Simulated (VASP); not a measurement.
W2Cl: single point with PBE

Crystal: W2Cl.

```
W Cl
1.0
     3.87862    0.00000    0.00000
    -1.93931    3.35898    0.00000
     0.00000    0.00000    4.51519
W Cl
2 1
Direct
  0.33333 0.66667 0.50000
  0.66667 0.33333 0.50000
  0.00000 0.00000 0.00000
```

The cell was generated, and may not be a known phase.

```json
{
  "Program": "VASP 6.6.1",
  "Task": "single point",
  "Functional": "PBE",
  "Potentials or basis": "VASP PAW PBE potentials, release 64 (W_sv, Cl)",
  "Cutoff": "520 eV",
  "k mesh": "6 × 6 × 4",
  "Occupations": "gaussian, width 0.1 eV",
  "Spin": "no spin polarisation"
}
```

```json
{"Pressure": "29.1 GPa", "Band gap on the k mesh": "zero (an odd number of electrons rules out a gap without spin polarisation)"}
```

Stress tensor (GPa, compression positive):
```
40.89  0.00  0.00
 0.00 40.89  0.00
 0.00  0.00  5.37
```

Levels at points of the mesh, in eV from the Fermi level:
```csv
k point,band 14,band 15,band 16,band 17,band 18,band 19,band 20,band 21,band 22,band 23
"(0.00, 0.00, 0.00)",-2.25,-2.04,-2.04,0.10,0.10,0.92,0.92,2.51,2.58,2.58
"(0.50, 0.00, 0.00)",-3.01,-2.69,-1.64,-0.32,-0.03,0.70,1.26,1.50,4.96,5.31
"(0.00, 0.00, 0.50)",-2.31,-2.31,-0.67,-0.67,0.81,0.98,0.98,1.66,3.28,3.74
"(0.50, 0.00, 0.50)",-2.91,-2.27,-1.94,-1.34,-0.48,1.48,2.14,3.27,4.68,4.79
```

Wall time 47 s on 1 thread of Intel Xeon 8259CL (shared host), peak memory 0.18 GiB.

Caveat: the stress differs along the axes, from 5 to 41 GPa; spin-orbit coupling is left out, which moves the levels of the heavy elements; an odd number of electrons without spin polarisation forces a metal; a magnetic or distorted state may lie lower.
